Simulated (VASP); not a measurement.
Write the native input for VASP 6.6.1 that does the following.

```
Task                   : single point
Functional             : PBE
Dispersion             : D3(BJ)
Potentials or basis    : VASP PAW PBE potentials, release 64 (C, H)
Cutoff                 : 520 eV
k mesh                 : 1 × 1 × 1
Occupations            : fermi-dirac, width 0.05 eV
Spin                   : no spin polarisation
Dipole correction      : no
Further INCAR settings : ALGO = Normal; EDIFF = 1e-06; NBANDS = 54
```

The structure of H3C2 lies in POSCAR:

```
H3C2
1.0
    7.6970020000      0.0000000000      0.0000000000
    0.0000000000      7.6970020000      0.0000000000
    0.0000000000      0.0000000000      7.6970020000
C H
12 18
Direct
    0.0377809438      0.8642845617      0.8301413979
    0.0078731953      0.8008442768      0.6913081223
    0.2253085032      0.4414835802      0.9117316067
    0.1021566579      0.3497075874      0.8827852715
    0.7594385450      0.6088734289      0.0400935325
    0.7028710659      0.5184226274      0.1545017138
    0.3535922168      0.6754318110      0.5526957119
    0.4325060589      0.7511236193      0.4132388169
    0.5931660145     -0.0184097653      0.8050667000
    0.4607897984      0.0803689540      0.8574247480
   -0.0794465170      0.0292191687      0.3146939549
    0.0567623602      0.1217616937      0.3602831336
   -0.0004157463      0.7725215610      0.5519551638
    0.0707158449      0.9249315513      0.9592695961
   -0.0130570318      0.2763413599      0.8902687046
    0.3390540889      0.5244769327      0.9125371151
    0.6703908873      0.4508508638      0.2765882093
    0.8110430529      0.6541378059     -0.0748343316
    0.2594126908      0.5764062423      0.5333635096
    0.3905026918      0.7077820689      0.6823176089
    0.3843054737      0.7251524685      0.2836039279
    0.5332335889      0.8524228005      0.4102116642
    0.6121344388     -0.0687150659      0.6677275126
    0.6761073987     -0.0887748243      0.8942442785
    0.3836428781      0.1447836443      0.7669999306
    0.4496815773      0.0893074992      0.9995060414
   -0.1540989596      0.0690788439      0.2051318163
   -0.1233207423     -0.0949590503      0.3654150018
    0.0953747966      0.2138624883      0.2708587058
    0.1579446127      0.0711575754      0.4340131391
```

One way to write it, as run:

INCAR

```
SYSTEM = H3C2
PREC = Accurate
ENCUT = 520
EDIFF = 1E-6
ISMEAR = -1
SIGMA = 0.05
LREAL = .False.
LASPH = .True.
NELM = 120
ALGO = Normal
ISIF = 2
LWAVE = .False.
LCHARG = .True.
GGA = PE
IVDW = 12
LELF = .True.
LVHAR = .True.
NBANDS = 54
GGA_COMPAT = .False.
```

KPOINTS

```
Automatic mesh
0
Gamma
  1 1 1
  0 0 0
```

Potentials or basis: VASP PAW PBE potentials, release 64 (C, H).

Launch:

```sh
$ cat potpaw_PBE.64/C/POTCAR potpaw_PBE.64/H/POTCAR > POTCAR
$ mpirun -np 1 vasp_gam > vasp.out
```

Results of the run:

```
Pressure                   : 1.2 GPa
Largest force              : 3.025 eV/Å
Band gap on the k mesh     : 4.89 eV
Dispersion energy per atom : -0.039 eV
```

Caveat: the k points lie up to 0.82 Å⁻¹ apart.

It took 58 s on 1 thread of Intel Xeon 6975P-C (shared host), peak memory 0.46 GiB.
